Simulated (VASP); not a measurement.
Here is a VASP 6.6.1 calculation.

File INCAR:

```
SYSTEM = Al
PREC     = Accurate       ! precision mode
ENCUT    = 520            ! plane-wave cutoff, eV
EDIFF    = 1E-6           ! SCF threshold, eV
ISMEAR   = 0              ! smearing method
SIGMA    = 0.1            ! smearing width, eV
LREAL    = Auto         
LASPH    = .TRUE.         ! aspherical terms in the spheres
NELM     = 60             ! most SCF steps
ALGO     = Normal         ! electronic algorithm
ISIF     = 2              ! what is computed and relaxed
LWAVE    = .FALSE.        ! write WAVECAR
LCHARG   = .TRUE.         ! write CHGCAR
GGA      = PE             ! functional
LELF     = .TRUE.         ! ELF
LVHAR    = .TRUE.       
NBANDS   = 58             ! bands
```

File KPOINTS:

```
regular mesh
0
G
  3 3 3
  0 0 0
```

File POSCAR:

```
Al
1.0
    0.0000000000      6.0621852160     -6.0621852160
    6.0621852160      6.0621852160      0.0000000000
    6.0621852160      0.0000000000     -6.0621852160
Al
26
Direct
    0.6666666979      0.2811769913      0.6666666979
    0.6666666979      0.6731082695      0.6666666979
    0.3397962825      1.0012742573      0.6658067770
    0.3249025607      0.3366113748      0.6615201214
    0.3415053197      0.6564998195      0.6699540438
    0.0084307883     -0.0102992564      0.6718131919
   -0.0081719707      0.3346258697      0.6633792695
   -0.0064629335      0.6735440034      0.6675265364
    0.6658067770      1.0012742573      0.3397962825
    0.6615201214      0.3366113748      0.3249025607
    0.6699540438      0.6564998195      0.3415053197
    0.3318791704      0.0032902327      0.3318791704
    0.3292137124      0.3367428456      0.3292137124
    0.3291681842      0.6709083202      0.3291681842
   -0.0092835336      0.0033308946      0.3426168000
   -0.0022070424      0.3313264819      0.3355403089
   -0.0020423328      0.6669637855      0.3353755993
    0.6718131919     -0.0102992564      0.0084307883
    0.6633792695      0.3346258697     -0.0081719707
    0.6675265364      0.6735440034     -0.0064629335
    0.3426168000      0.0033308946     -0.0092835336
    0.3355403089      0.3313264819     -0.0022070424
    0.3353755993      0.6669637855     -0.0020423328
    0.0041651647     -0.0040886247      0.0041651647
    0.0014541786      0.3337152244      0.0014541786
    0.0041195541      0.6618368389      0.0041197191
```

Potentials or basis: VASP PAW PBE potentials, release 64 (Al).

Launch:

```console
$ cat potpaw_PBE.64/Al/POTCAR > POTCAR
$ mpirun -np 1 vasp_std > vasp.out
```

(1) Predict the pressure.

(2) Predict the band gap on the k mesh.

## Answers

(1) -0.5 GPa.

(2) zero (band 39 reaches 7.97 eV, above the bottom of band 40 at 7.39 eV).
